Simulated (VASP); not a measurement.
# AlN (F-43m) in VASP: a series of runs, part 2 of 2

VASP 6.6.1.

## 3. Relaxation of cell and atoms, PBEsol, target pressure 30 GPa, at which the enthalpy is minimised

INCAR reads:

```
PREC = Accurate
ENCUT = 600
EDIFF = 1E-6
ISMEAR = 0
SIGMA = 0.01
LREAL = F
LASPH = T
NELM = 60
ALGO = Normal
ISIF = 3
LWAVE = F
LCHARG = F
GGA = PS
IBRION = 2
NSW = 80
EDIFFG = -0.005
PSTRESS = 300.0
```

KPOINTS reads:

```
Automatic mesh
0
Gamma
  8 8 8
```

POSCAR reads:

```
AlN
1.0
    0.0000000000      2.1839900000      2.1839900000
    2.1839900000      0.0000000000      2.1839900000
    2.1839900000      2.1839900000      0.0000000000
Al N
1 1
Direct
    0.0000000000      0.0000000000      0.0000000000
    0.7500000000      0.7500000000      0.7500000000
```

Potentials or basis: VASP PAW PBE potentials, release 64 (Al, N).

On the command line:

```sh
cat potpaw_PBE.64/Al/POTCAR potpaw_PBE.64/N/POTCAR > POTCAR
mpirun -np 1 vasp_std > vasp.out
```

OUTCAR:

```text
PREC = Accurate
   ENCUT = 600
   EDIFF = 1E-6
   ISMEAR = 0
   LREAL = F
   LASPH = T
   NELM = 60
   ISIF = 3
   GGA = PS
   IBRION = 2
   NSW = 80
   EDIFFG = -0.005
   PSTRESS = 300.0

 ion  position               nearest neighbor table
   1  0.000  0.000  0.000-   2 1.89   2 1.89   2 1.89   2 1.89
   2  0.750  0.750  0.750-   1 1.89   1 1.89   1 1.89   1 1.89

  LATTYP: Found a face centered cubic cell.
 ALAT       =     4.3679800000

  Lattice vectors:

 A1 = (   0.0000000000,   2.1839900000,   2.1839900000)
 A2 = (   2.1839900000,   0.0000000000,   2.1839900000)
 A3 = (   2.1839900000,   2.1839900000,   0.0000000000)

Analysis of symmetry for initial positions (statically):
=====================================================================
 Subroutine PRICEL returns:
 Original cell was already a primitive cell.

 Routine SETGRP: Setting up the symmetry group for a
 face centered cubic supercell.

 Subroutine GETGRP returns: Found 24 space group operations
 (whereof 24 operations were pure point group operations)
 out of a pool of 48 trial point group operations.

[... 171 lines left out ...]
  -------------------------------------------------------------------------------------
  Total        0.1569656      0.1569656      0.1569656      0.0000000     -0.0000000      0.0000000
  in kB       12.0707152     12.0707152     12.0707152      0.0000000     -0.0000000      0.0000000
  external PRESSURE =    -287.9292848 kB  Pullay stress =     300.0000000 kB
[... 215 lines left out ...]
--------------------------------------- Ionic step        7  -------------------------------------------

 number of electron       8.0000000 magnetization

 Free energy of the ion-electron system (eV)
  ---------------------------------------------------
  ext. energy  EPLUGINS =         0.00000000
  ---------------------------------------------------
  free energy    TOTEN  =       -15.41466469 eV

  energy without entropy =      -15.41466469  energy(sigma->0) =      -15.41466469

 E-fermi :   7.0302     XC(G=0): -11.6292

 val. band max:        6.9850389021   @ k =   0.0000   0.0000   0.0000
 cond. band min:      10.2161087687   @ k =   0.5000   0.5000   0.0000
 fundamental gap:      3.2310698666
 Fermi energy:         7.0301904017

 k-point     1 :       0.0000    0.0000    0.0000
  band No.  band energies     occupation
      1      -8.6548      2.00000
      2       6.9850      2.00000
      3       6.9850      2.00000
      4       6.9850      2.00000
      5      12.1446      0.00000
      6      20.5940      0.00000
      7      20.5940      0.00000
      8      20.5940      0.00000
[... 243 lines left out ...]
 k-point    24 :      -0.3750    0.2500    0.1250
  band No.  band energies     occupation
      1      -5.8349      2.00000
      2       1.3674      2.00000
      3       4.6059      2.00000
      4       5.7878      2.00000
      5      14.3363      0.00000
      6      17.1311      0.00000
      7      20.0918      0.00000
      8      20.7361      0.00000

 [... further k-points ...]

------------------------ aborting loop because EDIFF is reached ----------------------------------------

  FORCE on cell =-STRESS in cart. coord.  units (eV):
  Direction    XX          YY          ZZ          XY          YZ          ZX
  --------------------------------------------------------------------------------------
  -------------------------------------------------------------------------------------
  Total        3.4878011      3.4878011      3.4878011      0.0000000      0.0000000     -0.0000000
  in kB      300.0010016    300.0010016    300.0010016      0.0000000      0.0000000     -0.0000000
  external PRESSURE =       0.0010016 kB  Pullay stress =     300.0000000 kB
[... 21 lines left out ...]
  energy  without entropy=      -15.4146646858  energy(sigma->0) =      -15.41466469

  enthalpy is  TOTEN    =       -11.9268751947 eV   P V=        3.4877894910

 reached required accuracy - stopping structural energy minimisation
```

OSZICAR:

```text
N       E                     dE             d eps       ncg     rms          rms(c)
DAV:   1     0.142343900591E+02    0.14234E+02   -0.43693E+03   496   0.936E+02
DAV:   2    -0.170769866497E+02   -0.31311E+02   -0.30181E+02   608   0.164E+02
DAV:   3    -0.178426721872E+02   -0.76569E+00   -0.76569E+00   560   0.327E+01
DAV:   4    -0.178450474667E+02   -0.23753E-02   -0.23753E-02   680   0.170E+00
[... 48 lines left out ...]
   6 F= -.11926809E+02 E0= -.11926809E+02  d E =0.282418E-04
       N       E                     dE             d eps       ncg     rms          rms(c)
DAV:   1    -0.154147414852E+02    0.65046E-02   -0.20363E-03   464   0.429E-01    0.610E-02
DAV:   2    -0.154146655841E+02    0.75901E-04   -0.39722E-04   504   0.151E-01    0.164E-02
DAV:   3    -0.154146646858E+02    0.89832E-06   -0.83425E-06   600   0.301E-02
   7 F= -.11926875E+02 E0= -.11926875E+02  d E =-.384264E-04
```

Run time: 13 s. Hardware: 1 thread of Intel Xeon 6975P-C (Granite Rapids), shared host; peak memory 0.16 GiB.

What came out:

- Free energy: -15.4147 eV
- Relaxed volume: 9.31 Å³/atom
- Relaxed cell: a = 2.975 Å, b = 2.975 Å, c = 2.975 Å, α = 60.00°, β = 60.00°, γ = 60.00°
- Space group after relaxing (to 0.05 Å): F-43m (No. 216)
- Energy change on relaxing (the enthalpy is what falls): +98.8 meV/atom
- Ionic steps: 7
- Pressure after relaxing: 30.0 GPa
- Band gap on the k mesh: 3.23 eV, indirect (least direct gap 5.14 eV)

Step by step:
| step | energy change (eV) | largest force (eV/Å) | pressure (GPa) | volume (Å³) |
| --- | --- | --- | --- | --- |
| 1 | 0.0000 | 0.0000 | 1.21 | 20.83 |
| 2 | 1.3359 | 0.0000 | 102.84 | 15.68 |
| 3 | 0.1791 | 0.0000 | 28.32 | 18.73 |
| 4 | 0.1948 | 0.0000 | 29.75 | 18.64 |
| 5 | 0.2027 | 0.0000 | 30.45 | 18.60 |
| 6 | 0.1910 | 0.0000 | 29.41 | 18.66 |
| 7 | 0.1976 | 0.0000 | 30.00 | 18.63 |

Final structure:
```
Al N
1.0
     0.00000    2.10396    2.10396
     2.10396    0.00000    2.10396
     2.10396    2.10396    0.00000
Al N
1 1
Direct
  0.00000 0.00000 0.00000
  0.75000 0.75000 0.75000
```

Levels at points of the mesh, in eV from the valence-band top:
```csv
k point,band 2,band 3,band 4,band 5,band 6,band 7
"(0.00, 0.00, 0.00)",0.00,0.00,0.00,5.16,13.61,13.61
"(0.50, 0.00, 0.00)",-6.41,-0.49,-0.49,8.32,10.54,11.74
"(0.50, 0.50, 0.00)",-5.31,-1.90,-1.90,3.23,9.15,15.49
```

Caveat: the cell is relaxed towards a set pressure, so the enthalpy falls and the energy may rise; the PAW data sets were made with another functional, which shifts forces and pressure a little.

## 4. Relaxation of cell and atoms, PBEsol, target pressure 40 GPa, at which the enthalpy is minimised

INCAR reads:

```
SYSTEM = AlN
PREC     = Accurate       ! precision mode
ENCUT    = 600            ! plane-wave cutoff, eV
EDIFF    = 1E-7           ! SCF threshold, eV
ISMEAR   = 0              ! smearing method
SIGMA    = 0.01           ! smearing width, eV
LREAL    = .FALSE.        ! projectors in reciprocal space
LASPH    = .TRUE.         ! aspherical terms in the spheres
NELM     = 80             ! most SCF steps
ALGO     = Normal         ! electronic algorithm
ISIF     = 3              ! what is computed and relaxed
LWAVE    = .FALSE.        ! write WAVECAR
LCHARG   = .FALSE.        ! write CHGCAR
GGA      = PS             ! functional
IBRION   = 2              ! ionic algorithm
NSW      = 80             ! ionic steps
EDIFFG   = -0.005         ! ionic threshold
PSTRESS  = 400.0
```

KPOINTS reads:

```
Automatic mesh
0
G
  8 8 8
  0 0 0
```

POSCAR is that of step 3.

On the command line:

```sh
cat potpaw_PBE.64/Al/POTCAR potpaw_PBE.64/N/POTCAR > POTCAR
mpirun -np 1 vasp_std > vasp.out
```

Wall time 15 s (1 thread of Intel Xeon 6975P-C (Granite Rapids), shared host); peak memory 0.16 GiB.

It converged, with:

```yaml
Free_energy: -15.2936 eV
Relaxed_volume: 9.04 Å³/atom
Relaxed_cell: a = 2.946 Å, b = 2.946 Å, c = 2.946 Å, α = 60.00°, β = 60.00°, γ = 60.00°
Space_group_after_relaxing_to_0.05_Å: F-43m (No. 216)
Energy_change_on_relaxing_the_enthalpy_is_what_falls: +159.3 meV/atom
Ionic_steps: 7
Pressure_after_relaxing: 40.0 GPa
Band_gap_on_the_k_mesh: 3.24 eV, indirect (least direct gap 5.17 eV)
```

The path:
| step | energy change (eV) | largest force (eV/Å) | pressure (GPa) | volume (Å³) |
| --- | --- | --- | --- | --- |
| 1 | 0.0000 | 0.0000 | 1.21 | 20.83 |
| 2 | 2.6523 | 0.0000 | 171.19 | 14.12 |
| 3 | 0.2713 | 0.0000 | 36.27 | 18.27 |
| 4 | 0.3089 | 0.0000 | 39.26 | 18.11 |
| 5 | 0.3218 | 0.0000 | 40.25 | 18.06 |
| 6 | 0.3136 | 0.0000 | 39.62 | 18.09 |
| 7 | 0.3186 | 0.0000 | 40.00 | 18.07 |

Final structure:
```
Al N
1.0
     0.00000    2.08281    2.08281
     2.08281    0.00000    2.08281
     2.08281    2.08281    0.00000
Al N
1 1
Direct
  0.00000 0.00000 0.00000
  0.75000 0.75000 0.75000
```

Levels at points of the mesh, in eV from the valence-band top:
```
           k point  band 2  band 3  band 4  band 5  band 6  band 7
(0.00, 0.00, 0.00)    0.00    0.00    0.00    5.45   13.93   13.93
(0.50, 0.00, 0.00)   -6.55   -0.49   -0.49    8.61   10.76   11.94
(0.50, 0.50, 0.00)   -5.42   -1.93   -1.93    3.24    9.34   15.97
```

Caveat: the cell is relaxed towards a set pressure, so the enthalpy falls and the energy may rise; the PAW data sets were made with another functional, which shifts forces and pressure a little.

## 5. Summary

| cell | gap on the mesh (eV) | pressure (GPa) |
| --- | --- | --- |
| relaxed to 20 GPa | 3.22 | 19.9 |
| relaxed to 30 GPa | 3.23 | 30.0 |
| relaxed to 40 GPa | 3.24 | 40.0 |

Alike in all rows: task relaxation of cell and atoms; level PBEsol; potentials or basis VASP PAW PBE potentials, release 64 (Al, N); no spin polarisation; k mesh 8 × 8 × 8; cutoff (eV) 600; smearing gaussian 0.01 eV.

Caveats: the cell is relaxed towards a set pressure, so the enthalpy falls and the energy may rise; the PAW data sets were made with another functional, which shifts forces and pressure a little.

Total energies depend on the potentials used, so only differences within one code and one set of settings carry meaning.
